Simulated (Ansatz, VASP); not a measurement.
## F: VASP beside Ansatz

Contents of POSCAR:

```
F
1.0
    2.4728542882     -1.6104303596      0.0000000000
    2.4728542882      1.6104303596      0.0000000000
    0.0000000000      0.0000000000      6.5449700122
F
4
Direct
    0.9054155717      0.0945844283      0.0963912690
    0.5945844283      0.4054155717      0.5963912690
    0.4054155717      0.5945844283      0.4036087310
    0.0945844283      0.9054155717      0.9036087310
```

File INCAR.step1:

```
PREC = Accurate
ENCUT = 520
EDIFF = 1E-5
ISMEAR = 0
SIGMA = 0.01
LREAL = False
LASPH = True
NELM = 120
ALGO = Normal
ISIF = 2
LWAVE = True
LCHARG = False
NBANDS = 22
GGA = PE
GGA_COMPAT = False
KPAR = 4
```

File INCAR.step2:

```
PREC = Accurate
ENCUT = 520
EDIFF = 1E-6
ISMEAR = 0
SIGMA = 0.01
LREAL = False
LASPH = True
NELM = 120
ALGO = Normal
ISIF = 2
LWAVE = False
LCHARG = False
GGA = PE
LHFCALC = True
HFSCREEN = 0.2079
PRECFOCK = Normal
NBANDS = 22
ISTART = 1
GGA_COMPAT = False
KPAR = 4
```

Contents of KPOINTS:

```
Automatic mesh
0
Gamma
  6 6 4
```

Input for Ansatz:

```yaml
crystal:
  lattice:
    - [2.4728542882, -1.6104303596, 0.0]
    - [2.4728542882, 1.6104303596, 0.0]
    - [0.0, 0.0, 6.5449700122]
  atoms:
    - { symbol: F, position: [0.9054155717, 0.0945844283, 0.096391269] }
    - { symbol: F, position: [0.5945844283, 0.4054155717, 0.596391269] }
    - { symbol: F, position: [0.4054155717, 0.5945844283, 0.403608731] }
    - { symbol: F, position: [0.0945844283, 0.9054155717, 0.903608731] }
kpoints:
  mp_grid: { grid: [6, 6, 4] }
  band_path:
    path:
      - [0.0, 0.0, 0.0]
      - [0.5, 0.5, 0.0]
      - [0.3560295343, 0.6439704657, 0.0]
      - [-0.3560295343, 0.3560295343, 0.0]
      - [0.0, 0.0, 0.5]
      - [-0.3560295343, 0.3560295343, 0.5]
      - [0.3560295343, 0.6439704657, 0.5]
      - [0.5, 0.5, 0.5]
      - [0.0, 0.5, 0.0]
    npoints: 1
hamiltonian:
  xc: hse06
scf:
  occupations: { method: fixed }
  n_extra_bands: 5
output:
  forces: true
  stress: true
  eigenvalues: true
  write_density: true
  write_potential: true
  elf: true
  volumetric_format: npy
```

Alike in both runs: task single point; functional HSE06; k mesh 6 × 6 × 4; no spin polarisation.

```csv
,VASP,Ansatz
version,VASP 6.6.1,Ansatz 0.2.0
potentials or method,"VASP PAW PBE potentials, release 64 (F)","plane waves, PAW"
plane-wave cutoff (eV),520,420
occupations,"gaussian, width 0.01 eV",fixed
valence electrons in the cell,28,28
```

Ansatz gave:

- gap on the k mesh at the Fermi level (eV): 6.15
- pressure (GPa): 0.0
- traceless stress, the component that is largest in VASP (GPa): -3.95
- rms of the force components (eV/Å): 0.580

What did VASP give for the same quantities?

gap on the k mesh at the Fermi level (eV): 6.09; pressure (GPa): 0.9; traceless stress, the component that is largest in VASP (GPa): -1.93; rms of the force components (eV/Å): 0.297.

Atom by atom the forces differ by 0.283 eV/Å (rms over components). Ansatz's warnings: stress exchange threshold loose, stress scf threshold loose.
